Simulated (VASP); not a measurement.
# HfN (P6_3/mmc) in VASP: further runs

HfN is run at these levels: PBEsol; tasks: single point.

Everything below comes from runs of VASP 6.6.1. Logs are shortened: lines on timing, memory, paths and dates and some standing lists are left out, and cuts for length are marked.

### 1 The cell of the first run

It takes space group P6_3/mmc (No. 194, hexagonal). Conventional cell: a = 3.165 Å, b = 3.165 Å, c = 5.067 Å, α = 90.00°, β = 90.00°, γ = 120.00°. Hf (site symmetry -6m2) has 6 N at 2.22 Å within 2.9 Å. Within 2.9 Å of N (site symmetry -3m) lie 6 Hf at 2.22 Å and 2 N at 2.53 Å.

### 2 Single point, PBEsol (uniaxial strain along c: -6.0 %, then relaxed in part)

File INCAR:

```
SYSTEM = HfN
ALGO     = Normal         ! electronic algorithm
EDIFF    = 1E-6           ! SCF threshold, eV
ENCUT    = 520            ! plane-wave cutoff, eV
GGA      = PS             ! functional
ISIF     = 2              ! what is computed and relaxed
ISMEAR   = 0              ! smearing method
LASPH    = .True.         ! aspherical terms in the spheres
LCHARG   = .False.        ! write CHGCAR
LREAL    = .False.        ! projectors in reciprocal space
LWAVE    = .False.        ! write WAVECAR
NBANDS   = 23             ! bands
NELM     = 80             ! most SCF steps
PREC     = Accurate       ! precision mode
SIGMA    = 0.1            ! smearing width, eV
```

File KPOINTS:

```
k-points
0
Gamma
  18 18 10
  0 0 0
```

File POSCAR:

```
HfN
1.0
    3.1645911620      0.0000000000      0.0000000000
   -1.5822955810      2.7406163389      0.0000000000
    0.0000000000      0.0000000000      5.0674797414
Hf N
2 2
Direct
    0.6666666676      0.3333333324      0.7500000000
    0.3333333324      0.6666666676      0.2500000000
    0.0000000000      0.0000000000      0.0000000000
    0.0000000000      0.0000000000      0.5000000000
```

Potentials or basis: VASP PAW PBE potentials, release 64 (Hf_pv, N).

The run is started by

```bash
$ cat potpaw_PBE.64/Hf_pv/POTCAR potpaw_PBE.64/N/POTCAR > POTCAR
$ mpirun -np 1 vasp_std > vasp.out
```

OUTCAR:

```text
SYSTEM = HfN
   EDIFF = 1E-6
   ENCUT = 520
   GGA = PS
   ISIF = 2
   ISMEAR = 0
   LASPH = .True.
   LREAL = .False.
   NELM = 80
   PREC = Accurate

 ion  position               nearest neighbor table
   1  0.667  0.333  0.750-   3 2.22   4 2.22   3 2.22   4 2.22   3 2.22   4 2.22   2 3.12   2 3.12
                             2 3.12   2 3.12   2 3.12   2 3.12
   2  0.333  0.667  0.250-   3 2.22   4 2.22   3 2.22   4 2.22   3 2.22   4 2.22   1 3.12   1 3.12
                             1 3.12   1 3.12   1 3.12   1 3.12
   3  0.000  0.000  0.000-   1 2.22   2 2.22   1 2.22   2 2.22   1 2.22   2 2.22
   4  0.000  0.000  0.500-   1 2.22   2 2.22   1 2.22   2 2.22   1 2.22   2 2.22

  LATTYP: Found a hexagonal cell.
 ALAT       =     3.1645911620
 C/A-ratio  =     1.6013062927

  Lattice vectors:

 A1 = (   3.1645911620,   0.0000000000,   0.0000000000)
 A2 = (  -1.5822955810,   2.7406163389,   0.0000000000)
 A3 = (   0.0000000000,   0.0000000000,   5.0674797414)

Analysis of symmetry for initial positions (statically):
=====================================================================
 Subroutine PRICEL returns:
 Original cell was already a primitive cell.

 Routine SETGRP: Setting up the symmetry group for a
 hexagonal supercell.

 Subroutine GETGRP returns: Found 24 space group operations
 (whereof 12 operations were pure point group operations)
 out of a pool of 24 trial point group operations.

The static configuration has the point symmetry D_3d.
 The point group associated with its full space group is D_6h.

Analysis of symmetry for dynamics (positions and initial velocities):
=====================================================================
 Subroutine PRICEL returns:
 Original cell was already a primitive cell.

 Routine SETGRP: Setting up the symmetry group for a
 hexagonal supercell.

 Subroutine GETGRP returns: Found 24 space group operations
 (whereof 12 operations were pure point group operations)
 out of a pool of 24 trial point group operations.

The dynamic configuration has the point symmetry D_3d.
 The point group associated with its full space group is D_6h.

 Subroutine INISYM returns: Found 24 space group operations
 (whereof 12 operations are pure point group operations),
 and found     1 'primitive' translations

----------------------------------------------------------------------------------------

                                     Primitive cell

  volume of cell :      43.9499

  direct lattice vectors                    reciprocal lattice vectors
     3.164591162  0.000000000  0.000000000     0.315996585  0.182440713  0.000000000
    -1.582295581  2.740616339  0.000000000     0.000000000  0.364881427  0.000000000
     0.000000000  0.000000000  5.067479741     0.000000000  0.000000000  0.197336753

  length of vectors
     3.164591162  3.164591162  5.067479741     0.364881427  0.364881427  0.197336753

  position of ions in fractional coordinates (direct lattice)
     0.666666668  0.333333332  0.750000000
     0.333333332  0.666666668  0.250000000
     0.000000000  0.000000000  0.000000000
     0.000000000  0.000000000  0.500000000

  ion indices of the primitive-cell ions
   primitive index   ion index
                 1           1
                 2           2
                 3           3
                 4           4

----------------------------------------------------------------------------------------

 KPOINTS: k-points

Automatic generation of k-mesh.
 Grid dimensions read from file:
 generate k-points for:   18   18   10

 Generating k-lattice:

  Cartesian coordinates                     Fractional coordinates (reciprocal lattice)
     0.017555366  0.010135595  0.000000000     0.055555556  0.000000000  0.000000000
     0.000000000  0.020271190  0.000000000     0.000000000  0.055555556  0.000000000
     0.000000000  0.000000000  0.019733675     0.000000000  0.000000000  0.100000000

  Length of vectors
     0.020271190  0.020271190  0.019733675

  Shift w.r.t. Gamma in fractional coordinates (k-lattice)
     0.000000000  0.000000000  0.000000000

 Subroutine IBZKPT returns following result:
 ===========================================

 Found    222 irreducible k-points:

 Following reciprocal coordinates:
            Coordinates               Weight
  0.000000  0.000000  0.000000      1.000000
  0.055556 -0.000000  0.000000      6.000000
  0.111111 -0.000000  0.000000      6.000000
  0.166667  0.000000  0.000000      6.000000
  0.222222  0.000000  0.000000      6.000000
  0.277778 -0.000000  0.000000      6.000000
[... 16 lines left out ...]
  0.333333  0.111111  0.000000     12.000000
  0.388889  0.111111  0.000000     12.000000
 [... further k-points ...]
   k-points           NKPTS =    222   k-points in BZ     NKDIM =    222   number of bands    NBANDS=     23
   number of dos      NEDOS =    301   number of ions     NIONS =      4
   total plane-waves  NPLWV =  23040
   dimension x,y,z NGX =    24 NGY =   24 NGZ =   40
   dimension x,y,z NGXF=    48 NGYF=   48 NGZF=   80
   ions per type =               2   2
   NGX,Y,Z   is equivalent  to a cutoff of  12.61, 12.61, 13.12 a.u.
   NGXF,Y,Z  is equivalent  to a cutoff of  25.22, 25.22, 26.25 a.u.
 SYSTEM =  HfN
   PREC   = accura    normal or accurate (medium, high low for compatibility)
   ISTART =      0    job   : 0-new  1-cont  2-samecut
   ICHARG =      2    charge: 1-file 2-atom 10-const
   ISPIN  =      1    spin polarized calculation?
   LNONCOLLINEAR =      F non collinear calculations
   LSORBIT =      F    spin-orbit coupling
   LASPH  =      T    aspherical Exc in radial PAW
   ENCUT  =  520.0 eV  38.22 Ry    6.18 a.u.   5.88  5.88  9.42*2*pi/ulx,y,z
   NELM   =     80;   NELMIN=  2; NELMDL= -5     # of ELM steps
   EDIFF  = 0.1E-05   stopping-criterion for ELM
   LREAL  =      F    real-space projection
   EDIFFG = 0.1E-04   stopping-criterion for IOM
   NSW    =      0    number of steps for IOM
   IBRION =     -1    ionic relax: 0-MD 1-quasi-New 2-CG
   NFREE  =      0    steps in history (QN), initial steepest desc. (CG)
   ISIF   =      2    stress and relaxation
   ISYM   =      2    0-nonsym 1-usesym 2-fastsym
   POTIM  = 0.5000    time-step for ionic-motion
   TEBEG  =    0.0;   TEEND  =   0.0 temperature during run
   PSTRESS=    0.0 pullay stress
   NELECT =      30.0000    total number of electrons
   NUPDOWN=      -1.0000    fix difference up-down
   EMIN   =  10.00;   EMAX   =-10.00  energy-range for DOS
   EFERMI =   0.00;   METHOD = LEGACY
   ISMEAR =     0;   SIGMA  =   0.10  broadening in eV -4-tet -1-fermi 0-gaus
   EFERMI_NEDOS =   21; number of points for ismear=-14 and -15
   IALGO  =     38    algorithm
   IMIX   =      4    mixing-type and parameters
     AMIX     =   0.40;   BMIX     =  1.00
     AMIX_MAG =   1.60;   BMIX_MAG =  1.00
  volume/ion in A,a.u.               =      10.99        74.15
  Fermi-wavevector in a.u.,A,eV,Ry     =   1.441438  2.723923 28.269415  2.077743
  Thomas-Fermi vector in A             =   2.560070
   LORBIT       =      0    0 simple, 1 ext, 2 COOP (PROOUT), +10 PAW based schemes
   GGA     = PS    functional components
   LHFCALC =     F    Hartree Fock is set to
   AEXX    =    0.0000 exact exchange contribution
   IVDW    =     0    specifies the selected vdW correction
   LEPSILON=     F    determine dielectric tensor
   LRPA    =     F    only Hartree local field effects (RPA)
 non-spin polarized calculation
 Gauss-broadening in eV      SIGMA  =   0.10
  energy-cutoff  :      520.00
  volume of cell :       43.95
 maximum number of plane-waves:      1200
 NGX is ok and might be reduce to    24
   NGX = 11   NGY = 11   NGZ = 19

 number of electron      30.0000002 magnetization

 Free energy of the ion-electron system (eV)
  ---------------------------------------------------
  ext. energy  EPLUGINS =         0.00000000
  ---------------------------------------------------
  free energy    TOTEN  =       -45.58865116 eV

  energy without entropy =      -45.58658819  energy(sigma->0) =      -45.58761968

 E-fermi :   8.2274     XC(G=0): -13.1501

 val. band max:        8.2014407670   @ k =   0.3333   0.2222   0.5000
 cond. band min:       8.2296168557   @ k =   0.2778   0.2778   0.5000
 fundamental gap:      0.0281760886
 Fermi energy:         8.2273771323

 k-point     1 :       0.0000    0.0000    0.0000
  band No.  band energies     occupation
      1     -23.5088      2.00000
      2     -22.3905      2.00000
      3     -22.3905      2.00000
      4     -22.3235      2.00000
      5     -22.2771      2.00000
      6     -22.2771      2.00000
[... 15 lines left out ...]
     22      14.8060      0.00000
     23      14.8060      0.00000

 k-point     2 :       0.0556   -0.0000    0.0000
  band No.  band energies     occupation
      1     -23.4959      2.00000
      2     -22.4172      2.00000
      3     -22.4005      2.00000
      4     -22.3269      2.00000
      5     -22.3038      2.00000
      6     -22.2778      2.00000
[... 15 lines left out ...]
     22      14.6779      0.00000
     23      14.7692      0.00000

 k-point     3 :       0.1111   -0.0000    0.0000
  band No.  band energies     occupation
      1     -23.4580      2.00000
      2     -22.4957      2.00000
      3     -22.4278      2.00000
      4     -22.3774      2.00000
      5     -22.3373      2.00000
      6     -22.2813      2.00000
[... 15 lines left out ...]
     22      14.3392      0.00000
     23      14.6689      0.00000

 k-point     4 :       0.1667    0.0000    0.0000
  band No.  band energies     occupation
      1     -23.3975      2.00000
      2     -22.6192      2.00000
      3     -22.4820      2.00000
      4     -22.4663      2.00000
      5     -22.3553      2.00000
      6     -22.2897      2.00000
[... 15 lines left out ...]
     22      13.8689      0.00000
     23      13.9513      0.00000

 k-point     5 :       0.2222    0.0000    0.0000
  band No.  band energies     occupation
      1     -23.3186      2.00000
      2     -22.7718      2.00000
      3     -22.6016      2.00000
      4     -22.5103      2.00000
      5     -22.3817      2.00000
      6     -22.3030      2.00000
[... 15 lines left out ...]
     22      13.7099      0.00000
     23      13.8670      0.00000

 k-point     6 :       0.2778   -0.0000    0.0000
  band No.  band energies     occupation
      1     -23.2267      2.00000
      2     -22.9320      2.00000
      3     -22.7225      2.00000
      4     -22.5546      2.00000
      5     -22.4171      2.00000
      6     -22.3192      2.00000
[... 15 lines left out ...]
     22      14.2485      0.00000
     23      14.2521      0.00000

 k-point     7 :       0.3333    0.0000    0.0000
  band No.  band energies     occupation
      1     -23.1290      2.00000
      2     -23.0791      2.00000
      3     -22.8323      2.00000
      4     -22.5945      2.00000
      5     -22.4611      2.00000
      6     -22.3357      2.00000
[... 353 lines left out ...]
     22      13.7033      0.00000
     23      13.9518      0.00000

 k-point    21 :       0.2222    0.1111    0.0000
  band No.  band energies     occupation
      1     -23.1972      2.00000
      2     -22.9352      2.00000
      3     -22.7881      2.00000
      4     -22.5400      2.00000
      5     -22.4290      2.00000
      6     -22.3725      2.00000
[... 15 lines left out ...]
     22      13.9357      0.00000
     23      14.6484      0.00000

 k-point    22 :       0.2778    0.1111    0.0000
  band No.  band energies     occupation
      1     -23.1021      2.00000
      2     -23.0726      2.00000
      3     -22.8601      2.00000
      4     -22.6040      2.00000
      5     -22.4733      2.00000
      6     -22.3943      2.00000
[... 15 lines left out ...]
     22      14.3949      0.00000
     23      14.7613      0.00000

 k-point    23 :       0.3333    0.1111    0.0000
  band No.  band energies     occupation
      1     -23.1811      2.00000
      2     -23.0102      2.00000
      3     -22.9177      2.00000
      4     -22.6564      2.00000
      5     -22.5234      2.00000
      6     -22.4122      2.00000
[... 15 lines left out ...]
     22      14.6486      0.00000
     23      15.1049      0.00000

 k-point    24 :       0.3889    0.1111    0.0000
  band No.  band energies     occupation
      1     -23.2504      2.00000
      2     -22.9550      2.00000
      3     -22.9359      2.00000
      4     -22.6903      2.00000
      5     -22.5703      2.00000
      6     -22.4240      2.00000
[... 15 lines left out ...]
     22      14.5022      0.00000
     23      15.5072      0.00000

 [... further k-points ...]
[... 5 lines left out ...]
  --------------------------------------------------------------------------------------
  -------------------------------------------------------------------------------------
  Total       -0.6106191     -0.6106191      9.4183528      0.0000000     -0.0000000      0.0000000
  in kB      -22.2598939    -22.2598939    343.3425771      0.0000000     -0.0000000      0.0000000
  external PRESSURE =      99.6075964 kB  Pullay stress =       0.0000000 kB

 VOLUME and BASIS-vectors are now :
 -----------------------------------------------------------------------------
  energy-cutoff  :      520.00
  volume of cell :       43.95
      direct lattice vectors                 reciprocal lattice vectors
     3.164591162  0.000000000  0.000000000     0.315996585  0.182440713  0.000000000
    -1.582295581  2.740616339  0.000000000     0.000000000  0.364881427  0.000000000
     0.000000000  0.000000000  5.067479741     0.000000000  0.000000000  0.197336753

 POSITION                                       TOTAL-FORCE (eV/Angst)
 -----------------------------------------------------------------------------------
      1.58230      0.91354      3.80061        -0.000000      0.000000      0.000000
     -0.00000      1.82708      1.26687         0.000000     -0.000000      0.000000
      0.00000      0.00000      0.00000         0.000000      0.000000      0.000000
      0.00000      0.00000      2.53374         0.000000      0.000000      0.000000
 -----------------------------------------------------------------------------------
    total drift:                               -0.000001      0.000001     -0.000000

  FREE ENERGIE OF THE ION-ELECTRON SYSTEM (eV)
  ---------------------------------------------------
  free  energy   TOTEN  =       -45.5886511633 eV

  energy  without entropy=      -45.5865881886  energy(sigma->0) =      -45.58761968
```

It took 57 s on 1 thread of Intel Xeon 6975P-C (Granite Rapids), shared host; peak memory 0.31 GiB.

What came out:

```yaml
Free_energy: -45.5887 eV
Pressure: 10.0 GPa
Band_gap_on_the_k_mesh: zero (band 15 reaches 10.48 eV, above the bottom of band 16 at 7.76 eV)
```

Caveat: the cell differs from its parent crystal (uniaxial strain along c: -6.0 %, then relaxed in part); the PAW data sets were made with another functional, which shifts forces and pressure a little; spin-orbit coupling is left out, which moves the levels of the heavy elements.

(Continued in part 2 of 2.)
